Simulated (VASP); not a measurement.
Ir:

```xyz
1
Lattice="0.0000 1.9249 1.9249 1.9249 0.0000 1.9249 1.9249 1.9249 0.0000" Properties=species:S:1:pos:R:3 pbc="T T T"
Ir    0.0000    0.0000    0.0000
```

```yaml
Program: VASP 6.6.1
Task: relaxation of cell and atoms
Functional: PBE
Potentials_or_basis: VASP PAW PBE potentials, release 64 (Ir)
Cutoff: 600 eV
k_mesh: 11 × 11 × 11
Occupations: fermi-dirac, width 0.1 eV
Spin: non-collinear spin, typed start, spin-orbit coupling
Starting_moments: "[[0.707, 0.707, 0.0]] μB"
```

At the start: pressure 8.4 GPa; volume 14.26 Å³/atom.

Question: How do energy, volume and symmetry change on relaxing?

Answer: Over 3 steps the energy falls by 8.6 meV/atom and the volume is 14.62 Å³/atom (+2.5 %); space group Fm-3m (No. 225, to 0.05 Å); moment 0.00 μB per cell.

The path:
| step | energy change (eV) | largest force (eV/Å) | pressure (GPa) | volume (Å³) |
| --- | --- | --- | --- | --- |
| 1 | 0.0000 | 0.0000 | 8.42 | 14.26 |
| 2 | 0.0886 | 0.0000 | -22.54 | 15.87 |
| 3 | -0.0086 | 0.0000 | -0.29 | 14.62 |

Final structure:
```xyz
1
Lattice="0.0000 1.9405 1.9405 1.9405 0.0000 1.9405 1.9405 1.9405 0.0000" Properties=species:S:1:pos:R:3 pbc="T T T"
Ir    0.0000    0.0000    0.0000
```
